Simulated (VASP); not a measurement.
Wanted: the native input for a VASP 6.6.1 run.

- Task: single point
- Functional: PBE
- Potentials or basis: VASP PAW PBE potentials, release 64 (I, Cu)
- Cutoff: 520 eV
- k mesh: 7 × 7 × 4
- Occupations: fermi-dirac, width 0.05 eV
- Spin: no spin polarisation
- Dipole correction: no
- Further INCAR settings: ALGO = Normal; EDIFF = 1e-06; NBANDS = 26

The structure of CuI lies in POSCAR:

```
CuI
1.0
    4.0349164921      0.0000000000      0.0000000000
    0.0000000000      4.0349164921      0.0000000000
    0.0000000000      0.0000000000      6.4629139691
I Cu
2 2
Direct
    0.0000000000      0.5000000000      0.7430343600
    0.5000000000      0.0000000000      0.2569656400
    0.0000000000      0.0000000000      0.0000000000
    0.5000000000      0.5000000000      0.0000000000
```

This cell differs from its parent crystal: volume scaled by 0.96.

One way to write it, as run:

INCAR

```
PREC = Accurate
ENCUT = 520
EDIFF = 1E-6
ISMEAR = -1
SIGMA = 0.05
LREAL = F
LASPH = T
NELM = 80
ALGO = Normal
ISIF = 2
LWAVE = F
LCHARG = F
GGA = PE
NBANDS = 26
```

KPOINTS

```
regular mesh
0
Gamma
  7 7 4
```

Potentials or basis: VASP PAW PBE potentials, release 64 (I, Cu).

Command:

```sh
$ cat potpaw_PBE.64/I/POTCAR potpaw_PBE.64/Cu/POTCAR > POTCAR
$ mpirun -np 1 vasp_std > vasp.out
```

It gave:

```json
{
  "Pressure": "3.6 GPa",
  "Largest force": "0.539 eV/Å",
  "Band gap on the k mesh": "1.70 eV, direct"
}
```

Caveat: spin-orbit coupling is left out, which moves the levels of the heavy elements; this functional lacks dispersion, which binds the layers, so the pressure and a relaxed spacing across them are unreliable.

It took 2.1 min on 1 thread of Intel Xeon 8259CL, on a shared host, peak memory 0.24 GiB.
